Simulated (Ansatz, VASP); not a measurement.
## One calculation of Re, two programs

INCAR

```
SYSTEM = Re
ALGO = Normal
EDIFF = 1E-8
ENCUT = 520
GGA = PE
ISIF = 2
ISMEAR = -1
LASPH = .TRUE.
LCHARG = .FALSE.
LEFG = .TRUE.
LREAL = .FALSE.
LWAVE = .FALSE.
NBANDS = 14
NELM = 100
PREC = Accurate
SIGMA = 0.05
```

The input KPOINTS:

```
k-points
0
G
  14 14 8
  0 0 0
```

The input POSCAR:

```
Re
1.0
    2.5497657329      0.0000000000      0.0000000000
   -1.2748828664      2.2081618983      0.0000000000
    0.0000000000      0.0000000000      4.0770373845
Re
2
Direct
    0.3333333333      0.6666666667      0.2500000000
    0.6666666667      0.3333333333      0.7500000000
```

Input for Ansatz:

```yaml
crystal:
  lattice:
    - [2.5497657329, 0.0, 0.0]
    - [-1.2748828664, 2.2081618983, 0.0]
    - [0.0, 0.0, 4.0770373845]
  atoms:
    - { symbol: Re, position: [0.3333333333, 0.6666666667, 0.25] }
    - { symbol: Re, position: [0.6666666667, 0.3333333333, 0.75] }
kpoints:
  mp_grid: { grid: [14, 14, 8] }
scf:
  occupations: { method: fermi_dirac, width: 0.05 }
hamiltonian:
  xc: pbe
  pseudopotentials: { kind: paw }
output:
  forces: true
  stress: true
  eigenvalues: true
  efg: { contact_densities: true }
  write_density: true
  write_potential: true
  elf: true
  volumetric_format: npy
```

Change from the starting cell: volume scaled by 0.94, PAW files.

Alike in both runs: task electric field gradients; functional PBE; k mesh 14 × 14 × 8; occupations fermi-dirac, width 0.05 eV; no spin polarisation.

|  | VASP | Ansatz |
| --- | --- | --- |
| version | VASP 6.6.1 | Ansatz 0.2.0 |
| potentials or method | VASP PAW PBE potentials, release 64 (Re) | PAW with Ansatz's default frozen-core files, scalar-relativistic |
| plane-wave cutoff (eV) | 520 | 420 |
| valence electrons in the cell | 14 | 30 |

|  | VASP | Ansatz | Ansatz less VASP |
| --- | --- | --- | --- |
| pressure (GPa) | 174.3 | 170.0 | -4.25 |
| traceless stress, the component that is largest in VASP (GPa) | 6.23 | 6.24 | +0.018 |
| size of Vzz on the site where it differs most (V/Å²) | 107.2 | 83.7 | -23.47 |

Both programs put the cell under a high pressure, so it lies far from rest at this level. VASP's potentials hold 14 valence electrons a cell and Ansatz's 30, so a difference there can come from the potentials and not from the codes.

Spin-orbit coupling is off throughout. Noted on VASP's run: the cell as given lies far from equilibrium.
